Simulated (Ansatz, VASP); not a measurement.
W in VASP and in Ansatz

```
CELL_PARAMETERS angstrom
2.75153 0.00000 0.00000
-1.37576 2.38289 0.00000
0.00000 0.00000 4.89492
ATOMIC_POSITIONS crystal
W 0.33333 0.66667 0.25000
W 0.66667 0.33333 0.75000
```

Alike in both runs: functional PBEsol; k mesh 18 × 18 × 10; occupations gaussian, width 0.1 eV; no spin polarisation.

Ansatz relaxed the structure, and its values are those at the end. VASP's run is a single point on that final structure, the one shown.

|  | VASP | Ansatz |
| --- | --- | --- |
| version | VASP 6.6.1 | Ansatz 0.2.0 |
| potentials or method | VASP PAW PBE potentials, release 64 (W_sv), cutoff 520 eV | scalar-relativistic, plane waves, PAW |
| valence electrons in the cell | 28 | 28 |

VASP gave:

| Quantity | Value |
| --- | --- |
| gap on the k mesh at the Fermi level (eV) | none |
| pressure (GPa) | 0.7 |

Question: Which values does Ansatz return?

Answer: gap on the k mesh at the Fermi level (eV): none; pressure (GPa): 0.0.

VASP's potentials were made for PBE, not for PBEsol. A gap of «none» marks a metal or a gap that the smearing closes.

Spin-orbit coupling is off throughout.
